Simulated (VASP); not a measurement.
Set up this calculation in VASP 6.6.1, as the native input.

* Task: single point
* Functional: LDA
* Potentials or basis: VASP PAW LDA potentials, release 64 (Ta_pv)
* Cutoff: 520 eV
* k mesh: 10 × 10 × 15
* Occupations: fermi-dirac, width 0.1 eV
* Spin: no spin polarisation
* Dipole correction: no
* Further INCAR settings: ALGO = Normal; EDIFF = 1e-06; NBANDS = 24

The structure of Ta lies in POSCAR:

```
Ta
1.0
    4.7659966434      0.0000000000      0.0000000000
   -2.3829983217      4.1274741675      0.0000000000
    0.0000000000      0.0000000000      2.6738602232
Ta
3
Direct
    1.0000000000      1.0000000000      0.0000000000
    0.3333333333      0.6666666667      0.5000000000
    0.6666666667      0.3333333333      0.5000000000
```

This isn't the form of Ta at room conditions, which is bcc.

These files were run (other wordings do the same):

INCAR

```
SYSTEM = Ta
PREC = Accurate ; ENCUT = 520
EDIFF = 1E-6 ; ISMEAR = -1
SIGMA = 0.1 ; LREAL = .FALSE.
LASPH = .TRUE. ; NELM = 80
ALGO = Normal ; ISIF = 2
LWAVE = .FALSE. ; LCHARG = .FALSE.
NBANDS = 24
```

KPOINTS

```
Automatic mesh
0
G
  10 10 15
  0 0 0
```

Potentials or basis: VASP PAW LDA potentials, release 64 (Ta_pv).

Command:

```bash
$ cat potpaw_LDA.64/Ta_pv/POTCAR > POTCAR
$ mpirun -np 1 vasp_std > vasp.out
```

Results of the run:

```yaml
Pressure: 0.8 GPa
Band_gap_on_the_k_mesh: zero (an odd number of electrons rules out a gap without spin polarisation)
```

Caveat: spin-orbit coupling is left out, which moves the levels of the heavy elements.

It took 3.4 min on 1 thread of AMD EPYC 7R13 (shared host), peak memory 0.19 GiB.
